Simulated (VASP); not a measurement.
Input of a VASP 6.6.1 run:

File INCAR:

```
SYSTEM = SnO2
  PREC = Accurate
  ENCUT = 520
  EDIFF = 1E-6
  ISMEAR = -1
  SIGMA = 0.08
  LREAL = .FALSE.
  LASPH = .TRUE.
  NELM = 60
  ALGO = Normal
  ISIF = 2
  LWAVE = .FALSE.
  LCHARG = .FALSE.
  GGA = CA
  NBANDS = 35
```

The input KPOINTS:

```
regular mesh
0
G
  8 8 11
  0 0 0
```

File POSCAR:

```
SnO2
1.0
    4.6046074570      0.0000000000      0.0000000000
    0.0000000000      4.6046074570      0.0000000000
    0.0000000000      0.0000000000      3.1538893754
Sn O
2 4
Direct
    0.0000000000      0.0000000000      0.0000000000
    0.5000000000      0.5000000000      0.5000000000
    0.3054188603      0.3054188603      0.0000000000
    0.6945811397      0.6945811397      0.0000000000
    0.8054188603      0.1945811397      0.5000000000
    0.1945811397      0.8054188603      0.5000000000
```

Potentials or basis: VASP PAW LDA potentials, release 64 (Sn_d, O).

Launch:

```sh
$ cat potpaw_LDA.64/Sn_d/POTCAR potpaw_LDA.64/O/POTCAR > POTCAR
$ mpirun -np 1 vasp_std > vasp.out
```

Q: Predict the largest force.

A: 0.018 eV/Å.

Q: What does it give for the band gap on the k mesh?

A: 1.91 eV.

Q: What does it give for the pressure?

A: 16.2 GPa.

Forces in eV/Å, atoms in the order of the input:
```
Sn   0.000  0.000  0.000
Sn   0.000  0.000  0.000
O   -0.012 -0.012  0.000
O    0.012  0.012  0.000
O   -0.012  0.012  0.000
O    0.012 -0.012  0.000
```

Caveat: the cell stands under pressure; spin-orbit coupling is left out, which moves the levels of the heavy elements. A k mesh can miss the band edges.
